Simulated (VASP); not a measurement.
Write the native input for VASP 6.6.1 that does the following.

- Task: single point
- Functional: PBE
- Potentials or basis: VASP PAW PBE potentials, release 64 (Ru_pv, Al)
- Cutoff: 520 eV
- k mesh: 8 × 8 × 8
- Occupations: fermi-dirac, width 0.1 eV
- Spin: no spin polarisation
- Dipole correction: no
- Further INCAR settings: ALGO = Normal; EDIFF = 1e-06; NBANDS = 16

The structure of AlRu (CsCl type) lies in POSCAR:

```
AlRu
1.0
    3.0000000000      0.0000000000      0.0000000000
    0.0000000000      3.0000000000      0.0000000000
    0.0000000000      0.0000000000      3.0000000000
Ru Al
1 1
Direct
    0.0000000000      0.0000000000      0.0000000000
    0.5000000000      0.5000000000      0.5000000000
```

One way to write it, as run:

INCAR

```
SYSTEM = AlRu
PREC     = Accurate       ! precision mode
ENCUT    = 520            ! plane-wave cutoff, eV
EDIFF    = 1E-6           ! SCF threshold, eV
ISMEAR   = -1             ! smearing method
SIGMA    = 0.1            ! smearing width, eV
LREAL    = .False.        ! projectors in reciprocal space
LASPH    = .True.         ! aspherical terms in the spheres
NELM     = 80             ! most SCF steps
ALGO     = Normal         ! electronic algorithm
ISIF     = 2              ! what is computed and relaxed
LWAVE    = .False.        ! write WAVECAR
LCHARG   = .False.        ! write CHGCAR
GGA      = PE             ! functional
NBANDS   = 16             ! bands
```

KPOINTS

```
regular mesh
0
Gamma
  8 8 8
  0 0 0
```

Potentials or basis: VASP PAW PBE potentials, release 64 (Ru_pv, Al).

The run is started by

```bash
$ cat potpaw_PBE.64/Ru_pv/POTCAR potpaw_PBE.64/Al/POTCAR > POTCAR
$ mpirun -np 1 vasp_std > vasp.out
```

It gave:

The pressure is 1.3 GPa and the band gap on the k mesh is zero (an odd number of electrons rules out a gap without spin polarisation).

It took 8.6 s on 1 thread of Intel(R) Xeon(R) Platinum 8259CL CPU @ 2.50GHz (Skylake/Cascade Lake), with other jobs on the host, peak memory 0.14 GiB.
